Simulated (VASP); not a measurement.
# Ca (I4/mmm) in VASP: single point with PBE

Aim: the single point of Ca with PBE.

Everything below comes from runs of VASP 6.6.1. Logs are shortened: lines on timing, memory, paths and dates and some standing lists are left out, and cuts for length are marked.

## 1. The cell of the first run

The structure is tetragonal, space group I4/mmm (No. 139). Conventional cell: a = 3.888 Å, b = 3.888 Å, c = 5.773 Å, α = 90.00°, β = 90.00°, γ = 90.00°. Within 5.1 Å of Ca (site symmetry 4/mmm) lie 12 Ca at 3.89 to 3.99 Å.

## 2. Single point, PBE

File INCAR:

```
SYSTEM = Ca
PREC     = Accurate       ! precision mode
ENCUT    = 520            ! plane-wave cutoff, eV
EDIFF    = 1E-7           ! SCF threshold, eV
ISMEAR   = 0              ! smearing method
SIGMA    = 0.15           ! smearing width, eV
LREAL    = .FALSE.        ! projectors in reciprocal space
LASPH    = .TRUE.         ! aspherical terms in the spheres
NELM     = 100            ! most SCF steps
ALGO     = Fast           ! electronic algorithm
ISIF     = 2              ! what is computed and relaxed
LWAVE    = .FALSE.        ! write WAVECAR
LCHARG   = .FALSE.        ! write CHGCAR
GGA      = PE             ! functional
NBANDS   = 11             ! bands
```

File KPOINTS:

```
Automatic mesh
0
G
  16 16 16
  0 0 0
```

File POSCAR:

```
Ca
1.0
    0.0000000000      2.7491243758      2.8865805946
    2.7491243758      0.0000000000      2.8865805946
    2.7491243758      2.7491243758      0.0000000000
Ca
1
Direct
    0.0000000000      0.0000000000      0.0000000000
```

Potentials or basis: VASP PAW PBE potentials, release 64 (Ca_sv).

The run is started by

```sh
> cat potpaw_PBE.64/Ca_sv/POTCAR > POTCAR
> mpirun -np 1 vasp_std > vasp.out
```

OUTCAR:

```text
SYSTEM = Ca
   PREC = Accurate
   ENCUT = 520
   EDIFF = 1E-7
   ISMEAR = 0
   LREAL = .FALSE.
   LASPH = .TRUE.
   NELM = 100
   ISIF = 2
   GGA = PE

 ion  position               nearest neighbor table
   1  0.000  0.000  0.000-

  LATTYP: Found a body centered tetragonal cell.
 ALAT       =     3.8878489769
 C/A-ratio  =     1.4849242405

  Lattice vectors:

 A1 = (  -2.7491243758,   0.0000000000,   2.8865805946)
 A2 = (   2.7491243758,   0.0000000000,   2.8865805946)
 A3 = (   0.0000000000,   2.7491243758,  -2.8865805946)

Analysis of symmetry for initial positions (statically):
=====================================================================
 Subroutine PRICEL returns:
 Original cell was already a primitive cell.

 Routine SETGRP: Setting up the symmetry group for a
 body centered tetragonal supercell.

 Subroutine GETGRP returns: Found 16 space group operations
 (whereof 16 operations were pure point group operations)
 out of a pool of 16 trial point group operations.

The static configuration has the point symmetry D_4h.

Analysis of symmetry for dynamics (positions and initial velocities):
=====================================================================
 Subroutine PRICEL returns:
 Original cell was already a primitive cell.

 Routine SETGRP: Setting up the symmetry group for a
 body centered tetragonal supercell.

 Subroutine GETGRP returns: Found 16 space group operations
 (whereof 16 operations were pure point group operations)
 out of a pool of 16 trial point group operations.

The dynamic configuration has the point symmetry D_4h.

 Subroutine INISYM returns: Found 16 space group operations
 (whereof 16 operations are pure point group operations),
 and found     1 'primitive' translations

----------------------------------------------------------------------------------------

                                     Primitive cell

  volume of cell :      43.6317

  direct lattice vectors                    reciprocal lattice vectors
     0.000000000  2.749124376  2.886580595    -0.181876093  0.181876093  0.173215326
     2.749124376  0.000000000  2.886580595     0.181876093 -0.181876093  0.173215326
     2.749124376  2.749124376  0.000000000     0.181876093  0.181876093 -0.173215326

  length of vectors
     3.986230345  3.986230345  3.887848977     0.310098977  0.310098977  0.310098977

  position of ions in fractional coordinates (direct lattice)
     0.000000000  0.000000000  0.000000000

  ion indices of the primitive-cell ions
   primitive index   ion index
                 1           1

----------------------------------------------------------------------------------------

 KPOINTS: Automatic mesh

Automatic generation of k-mesh.
 Grid dimensions read from file:
 generate k-points for:   16   16   16

 Generating k-lattice:

  Cartesian coordinates                     Fractional coordinates (reciprocal lattice)
    -0.011367256  0.011367256  0.010825958     0.062500000  0.000000000  0.000000000
     0.011367256 -0.011367256  0.010825958     0.000000000  0.062500000  0.000000000
     0.011367256  0.011367256 -0.010825958     0.000000000  0.000000000  0.062500000

  Length of vectors
     0.019381186  0.019381186  0.019381186

  Shift w.r.t. Gamma in fractional coordinates (k-lattice)
     0.000000000  0.000000000  0.000000000

 Subroutine IBZKPT returns following result:
 ===========================================

 Found    349 irreducible k-points:

 Following reciprocal coordinates:
            Coordinates               Weight
  0.000000  0.000000  0.000000      1.000000
  0.062500  0.000000  0.000000      8.000000
  0.125000  0.000000  0.000000      8.000000
  0.187500  0.000000  0.000000      8.000000
  0.250000  0.000000  0.000000      8.000000
  0.312500  0.000000  0.000000      8.000000
[... 16 lines left out ...]
 -0.125000  0.062500  0.000000      8.000000
 -0.062500  0.062500  0.000000      4.000000
 [... further k-points ...]
   k-points           NKPTS =    349   k-points in BZ     NKDIM =    349   number of bands    NBANDS=     11
   number of dos      NEDOS =    301   number of ions     NIONS =      1
   total plane-waves  NPLWV =  27000
   dimension x,y,z NGX =    30 NGY =   30 NGZ =   30
   dimension x,y,z NGXF=    60 NGYF=   60 NGZF=   60
   ions per type =               1
   NGX,Y,Z   is equivalent  to a cutoff of  12.51, 12.51, 12.83 a.u.
   NGXF,Y,Z  is equivalent  to a cutoff of  25.02, 25.02, 25.66 a.u.
 SYSTEM =  Ca
   PREC   = accura    normal or accurate (medium, high low for compatibility)
   ISTART =      0    job   : 0-new  1-cont  2-samecut
   ICHARG =      2    charge: 1-file 2-atom 10-const
   ISPIN  =      1    spin polarized calculation?
   LNONCOLLINEAR =      F non collinear calculations
   LSORBIT =      F    spin-orbit coupling
   LASPH  =      T    aspherical Exc in radial PAW
   ENCUT  =  520.0 eV  38.22 Ry    6.18 a.u.   7.41  7.41  7.23*2*pi/ulx,y,z
   NELM   =    100;   NELMIN=  2; NELMDL= -5     # of ELM steps
   EDIFF  = 0.1E-06   stopping-criterion for ELM
   LREAL  =      F    real-space projection
   EDIFFG = 0.1E-05   stopping-criterion for IOM
   NSW    =      0    number of steps for IOM
   IBRION =     -1    ionic relax: 0-MD 1-quasi-New 2-CG
   NFREE  =      0    steps in history (QN), initial steepest desc. (CG)
   ISIF   =      2    stress and relaxation
   ISYM   =      2    0-nonsym 1-usesym 2-fastsym
   POTIM  = 0.5000    time-step for ionic-motion
   TEBEG  =    0.0;   TEEND  =   0.0 temperature during run
   PSTRESS=    0.0 pullay stress
   NELECT =      10.0000    total number of electrons
   NUPDOWN=      -1.0000    fix difference up-down
   EMIN   =  10.00;   EMAX   =-10.00  energy-range for DOS
   EFERMI =   0.00;   METHOD = LEGACY
   ISMEAR =     0;   SIGMA  =   0.15  broadening in eV -4-tet -1-fermi 0-gaus
   EFERMI_NEDOS =   21; number of points for ismear=-14 and -15
   IALGO  =     68    algorithm
   IMIX   =      4    mixing-type and parameters
     AMIX     =   0.40;   BMIX     =  1.00
     AMIX_MAG =   1.60;   BMIX_MAG =  1.00
  volume/ion in A,a.u.               =      43.63       294.44
  Fermi-wavevector in a.u.,A,eV,Ry     =   1.001861  1.893242 13.656506  1.003725
  Thomas-Fermi vector in A             =   2.134310
   LORBIT       =      0    0 simple, 1 ext, 2 COOP (PROOUT), +10 PAW based schemes
   GGA     = PE    functional components
   LHFCALC =     F    Hartree Fock is set to
   AEXX    =    0.0000 exact exchange contribution
   IVDW    =     0    specifies the selected vdW correction
   LEPSILON=     F    determine dielectric tensor
   LRPA    =     F    only Hartree local field effects (RPA)
 non-spin polarized calculation
 RMM-DIIS sequential band-by-band and
 Gauss-broadening in eV      SIGMA  =   0.15
  energy-cutoff  :      520.00
  volume of cell :       43.63
 maximum number of plane-waves:      1195
 NGX is ok and might be reduce to    30
   NGX = 15   NGY = 15   NGZ = 15

 number of electron      10.0000000 magnetization

 number of electron       9.9999999 magnetization

 Free energy of the ion-electron system (eV)
  ---------------------------------------------------
  ext. energy  EPLUGINS =         0.00000000
  ---------------------------------------------------
  free energy    TOTEN  =        -1.93310108 eV

  energy without entropy =       -1.91755700  energy(sigma->0) =       -1.92532904

 E-fermi :   1.8314     XC(G=0):  -7.6332

 val. band max:        1.8309831178   @ k =  -0.4375   0.0000   0.0625
 cond. band min:       1.8314596876   @ k =   0.5000   0.0000   0.1250
 fundamental gap:      0.0004765698
 Fermi energy:         1.8313588861

 k-point     1 :       0.0000    0.0000    0.0000
  band No.  band energies     occupation
      1     -40.2656      2.00000
      2     -21.1885      2.00000
      3     -21.1851      2.00000
      4     -21.1851      2.00000
      5      -2.1359      2.00000
      6       3.9822      0.00000
      7       4.2004      0.00000
      8       4.2004      0.00000
      9       4.9979      0.00000
     10       5.2824      0.00000
     11      10.8249      0.00000

 k-point     2 :       0.0625    0.0000    0.0000
  band No.  band energies     occupation
      1     -40.2651      2.00000
      2     -21.1915      2.00000
      3     -21.1877      2.00000
      4     -21.1856      2.00000
      5      -2.0707      2.00000
      6       3.9708      0.00000
      7       4.1649      0.00000
      8       4.2262      0.00000
      9       4.9807      0.00000
     10       5.2562      0.00000
     11      10.9013      0.00000

 k-point     3 :       0.1250    0.0000    0.0000
  band No.  band energies     occupation
      1     -40.2639      2.00000
      2     -21.2044      2.00000
      3     -21.1905      2.00000
      4     -21.1870      2.00000
      5      -1.8774      2.00000
      6       3.8408      0.00000
      7       4.1537      0.00000
      8       4.2926      0.00000
      9       4.9519      0.00000
     10       5.1954      0.00000
     11      10.8821      0.00000

 k-point     4 :       0.1875    0.0000    0.0000
  band No.  band energies     occupation
      1     -40.2620      2.00000
      2     -21.2244      2.00000
      3     -21.1941      2.00000
      4     -21.1891      2.00000
      5      -1.5632      2.00000
      6       3.5716      0.00000
      7       4.1723      0.00000
      8       4.3600      0.00000
      9       4.9758      0.00000
     10       5.1540      0.00000
     11       9.9813      0.00000
[... 239 lines left out ...]
 k-point    22 :      -0.1875    0.0625    0.0000
  band No.  band energies     occupation
      1     -40.2608      2.00000
      2     -21.2352      2.00000
      3     -21.1992      2.00000
      4     -21.1886      2.00000
      5      -1.3632      2.00000
      6       3.4383      0.00000
      7       4.1088      0.00000
      8       4.4256      0.00000
      9       4.9970      0.00000
     10       5.1615      0.00000
     11       9.6246      0.00000

 k-point    23 :      -0.1250    0.0625    0.0000
  band No.  band energies     occupation
      1     -40.2628      2.00000
      2     -21.2139      2.00000
      3     -21.1951      2.00000
      4     -21.1867      2.00000
      5      -1.7185      2.00000
      6       3.7506      0.00000
      7       4.0996      0.00000
      8       4.3555      0.00000
      9       5.0519      0.00000
     10       5.0612      0.00000
     11      10.6203      0.00000

 k-point    24 :      -0.0625    0.0625    0.0000
  band No.  band energies     occupation
      1     -40.2643      2.00000
      2     -21.1980      2.00000
      3     -21.1916      2.00000
      4     -21.1857      2.00000
      5      -1.9573      2.00000
      6       3.9977      0.00000
      7       4.0431      0.00000
      8       4.2706      0.00000
      9       5.0208      0.00000
     10       5.1629      0.00000
     11      10.9900      0.00000

 [... further k-points ...]

------------------------ aborting loop because EDIFF is reached ----------------------------------------

  FORCE on cell =-STRESS in cart. coord.  units (eV):
  Direction    XX          YY          ZZ          XY          YZ          ZX
  --------------------------------------------------------------------------------------
  -------------------------------------------------------------------------------------
  Total       -0.1092841     -0.1092841     -0.2299866      0.0000000      0.0000000      0.0000000
  in kB       -4.0129612     -4.0129612     -8.4452121      0.0000000      0.0000000      0.0000000
  external PRESSURE =      -5.4903781 kB  Pullay stress =       0.0000000 kB

 VOLUME and BASIS-vectors are now :
 -----------------------------------------------------------------------------
  energy-cutoff  :      520.00
  volume of cell :       43.63
      direct lattice vectors                 reciprocal lattice vectors
     0.000000000  2.749124376  2.886580595    -0.181876093  0.181876093  0.173215326
     2.749124376  0.000000000  2.886580595     0.181876093 -0.181876093  0.173215326
     2.749124376  2.749124376  0.000000000     0.181876093  0.181876093 -0.173215326

 POSITION                                       TOTAL-FORCE (eV/Angst)
 -----------------------------------------------------------------------------------
      0.00000      0.00000      0.00000         0.000000      0.000000      0.000000
 -----------------------------------------------------------------------------------
    total drift:                               -0.000000     -0.000000     -0.000000

  FREE ENERGIE OF THE ION-ELECTRON SYSTEM (eV)
  ---------------------------------------------------
  free  energy   TOTEN  =        -1.9331010838 eV

  energy  without entropy=       -1.9175570029  energy(sigma->0) =       -1.92532904
```

Run time: 5.8 min. Hardware: 1 thread of AMD EPYC 7R43 (Zen 3), shared host; peak memory 0.25 GiB.

Results:

```
Free energy            : -1.9331 eV
Pressure               : -0.5 GPa
Band gap on the k mesh : zero (band 5 reaches 2.05 eV, above the bottom of band 6 at 1.65 eV)
```
